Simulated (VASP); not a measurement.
NaI:

```
Na I
1.0
     4.08687    0.04633    0.04633
     0.04633    4.08687    0.04633
     0.04633    0.04633    4.08687
Na I
1 1
Direct
  0.00000 0.00000 0.00000
  0.50000 0.50000 0.50000
```

This cell differs from its parent crystal: strain along [111] +3.4%.

Base run:

- Program: VASP 6.6.1
- Functional: PBE
- Potentials or basis: VASP PAW PBE potentials, release 64 (Na_pv, I)
- Cutoff: 520 eV
- k mesh: 6 × 6 × 6
- Occupations: fermi-dirac, width 0.02 eV
- Spin: no spin polarisation

Its results: band gap on the k mesh 2.26 eV (least direct gap 2.79 eV); pressure -0.3 GPa.

Question: The run is repeated on the same cell with these changes: functional from PBE to r2SCAN; occupations from fermi-dirac, width 0.02 eV to gaussian, width 0.01 eV. What comes out?

Answer: Band gap on the k mesh 3.02 eV (least direct gap 3.44 eV); pressure -0.6 GPa.

Caveats: spin-orbit coupling is left out, which moves the levels of the heavy elements; the PAW data sets were made with another functional, which shifts forces and pressure a little (at least some runs).

A k mesh can miss the band edges.
